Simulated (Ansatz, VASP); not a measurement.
# Two plane-wave programs on Ti

```xyz
1
Lattice="-1.6410 1.6410 1.7723 1.6410 -1.6410 1.7723 1.6410 1.6410 -1.7723" Properties=species:S:1:pos:R:3 pbc="T T T"
Ti    0.0000    0.0000    0.0000
```

Change from the starting cell: strain +0.000 along x and y, +0.080 along z, atoms carried along.

Alike in both runs: task single point; functional r2SCAN; k mesh 20 × 20 × 20; occupations gaussian, width 0.15 eV; no spin polarisation.

|  | VASP | Ansatz |
| --- | --- | --- |
| version | VASP 6.6.1 | Ansatz 0.2.0 |
| potentials or method | VASP PAW PBE potentials, release 64 (Ti_sv), cutoff 520 eV | scalar-relativistic, plane waves, PAW |
| valence electrons in the cell | 12 | 12 |

```tsv
	VASP	Ansatz	Ansatz less VASP
gap on the k mesh at the Fermi level (eV)	none	none	-
pressure (GPa)	-9.2	-9.5	-0.30
traceless stress, the component that is largest in VASP (GPa)	1.89	1.87	-0.022
```

VASP's potentials were made for PBE, not for r2SCAN. A gap of «none» marks a metal or a gap that the smearing closes.
